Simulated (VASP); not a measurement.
Here is a VASP 6.6.1 calculation.

INCAR

```
PREC = Accurate ; ENCUT = 520
EDIFF = 1E-6 ; ISMEAR = 0
SIGMA = 0.1 ; LREAL = False
LASPH = True ; NELM = 150
ALGO = Normal ; ISIF = 2
LWAVE = False ; LCHARG = False
ISPIN = 2 ; MAGMOM = 2 2 0.17
LORBIT = 11 ; LMAXMIX = 4
GGA = PE ; NBANDS = 23
```

The input KPOINTS:

```
Automatic mesh
0
Gamma
  12 12 16
```

File POSCAR:

```
Co2S
1.0
    3.9122688127      0.0000000000      0.0000000000
   -1.9561344064      3.3881241783      0.0000000000
    0.0000000000      0.0000000000      2.9365787655
Co S
2 1
Direct
    0.3333333333      0.6666666667      0.5000000000
    0.6666666667      0.3333333333      0.5000000000
    0.0000000000      0.0000000000      0.0000000000
```

Potentials or basis: VASP PAW PBE potentials, release 64 (Co, S).

Command:

```console
$ cat potpaw_PBE.64/Co/POTCAR potpaw_PBE.64/S/POTCAR > POTCAR
$ mpirun -np 1 vasp_std > vasp.out
```

**Question.** What does it give for the site moments?

**Answer.** Co +1.79; S +0.15 μB.

**Question.** Estimate the pressure.

**Answer.** -0.4 GPa.

**Question.** What does it give for the net moment?

**Answer.** 3.75 μB per cell.

Stress tensor (GPa, compression positive):
```
-0.45  0.00  0.00
 0.00 -0.45  0.00
 0.00  0.00 -0.20
```
